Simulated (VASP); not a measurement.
HfS2: single point with HSE06

Crystal: HfS2.

```
CELL_PARAMETERS angstrom
3.44878 0.00000 0.00000
-1.72439 2.98673 0.00000
0.00000 0.00000 5.99551
ATOMIC_POSITIONS crystal
Hf 0.00000 0.00000 0.00000
S 0.33333 0.66667 0.25290
S 0.66667 0.33333 0.74710
```

This cell differs from its parent crystal: epitaxial xy strain -5.0%.

```json
{
  "Program": "VASP 6.6.1",
  "Task": "single point",
  "Functional": "HSE06",
  "Potentials or basis": "VASP PAW PBE potentials, release 64 (Hf_pv, S)",
  "Cutoff": "400 eV",
  "k mesh": "6 × 6 × 4",
  "Occupations": "gaussian, width 0.01 eV",
  "Spin": "no spin polarisation"
}
```

* Pressure: 7.0 GPa
* Largest force: 0.219 eV/Å
* Band gap on the k mesh: 1.08 eV (least direct gap 2.24 eV)

Forces on the atoms (eV/Å):
```
Hf   0.000  0.000  0.000
S    0.000  0.000 -0.219
S    0.000  0.000  0.219
```

Stress tensor (GPa, compression positive):
```
10.46  0.00  0.00
 0.00 10.46  0.00
 0.00  0.00  0.22
```

Levels at points of the mesh, in eV from the valence-band top:
```csv
k point,band 7,band 8,band 9,band 10,band 11,band 12,band 13,band 14,band 15,band 16
"(0.00, 0.00, 0.00)",-3.01,-3.01,-0.48,0.00,0.00,2.80,2.80,2.80,6.22,6.22
"(0.50, 0.00, 0.00)",-3.82,-3.40,-2.95,-2.64,-1.46,1.39,5.63,6.03,6.84,7.35
"(0.00, 0.00, 0.50)",-2.97,-2.97,-2.70,-0.15,-0.15,2.76,2.76,3.60,6.68,6.68
"(0.50, 0.00, 0.50)",-4.47,-3.35,-3.13,-1.43,-1.16,1.08,5.61,6.04,6.19,6.91
```

Wall time 22 min on 1 thread of Intel(R) Xeon(R) 6975P-C (Granite Rapids) (shared host), peak memory 0.28 GiB.

Caveat: the cell differs from its parent crystal (epitaxial xy strain -5.0%); the stress differs along the axes, from 0 to 10 GPa; the PAW data sets were made with another functional, which shifts forces and pressure a little; spin-orbit coupling is left out, which moves the levels of the heavy elements; this functional lacks dispersion, which binds layers or chains, so the pressure and a relaxed spacing across them are unreliable. A k mesh can miss the band edges.
